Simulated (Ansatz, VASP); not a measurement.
## Two plane-wave programs on C

```
CELL_PARAMETERS angstrom
-2.41040 2.45258 2.45258
2.41040 -2.36822 2.36822
2.41040 2.36822 -2.36822
ATOMIC_POSITIONS crystal
C 0.32547 0.00000 0.00000
C 0.67453 0.67453 0.67453
C 0.00000 0.32547 0.00000
C 0.00000 0.00000 0.32547
C 0.00000 0.67453 0.00000
C 0.32547 0.32547 0.32547
C 0.67453 0.00000 0.00000
C 0.00000 0.00000 0.67453
```

Change from the starting cell: strain +0.0350 x Voigt [0, 0, 0, 1, 0, 0], atoms carried along.

Alike in both runs: task single point; functional LDA; k mesh 8 × 8 × 8; occupations gaussian, width 0.05 eV; no spin polarisation.

|  | VASP | Ansatz |
| --- | --- | --- |
| version | VASP 6.6.1 | Ansatz 0.2.0 |
| potentials or method | VASP PAW LDA potentials, release 64 (C), cutoff 520 eV | scalar-relativistic, plane waves, PAW |
| valence electrons in the cell | 32 | 32 |

```tsv
	VASP	Ansatz	Ansatz less VASP
gap on the k mesh at the Fermi level (eV)	2.74	2.75	+0.008
least direct gap on the mesh (eV)	3.62	3.64	+0.021
pressure (GPa)	1.2	0.1	-1.07
traceless stress, the component that is largest in VASP (GPa)	-10.33	-10.37	-0.043
rms of the force components (eV/Å)	0.058	0.053	-0.0052
```

LDA's correlation is that of Perdew and Zunger in VASP and of Perdew and Wang (1992) in Ansatz. Atom by atom the forces differ by 0.029 eV/Å (rms over components).
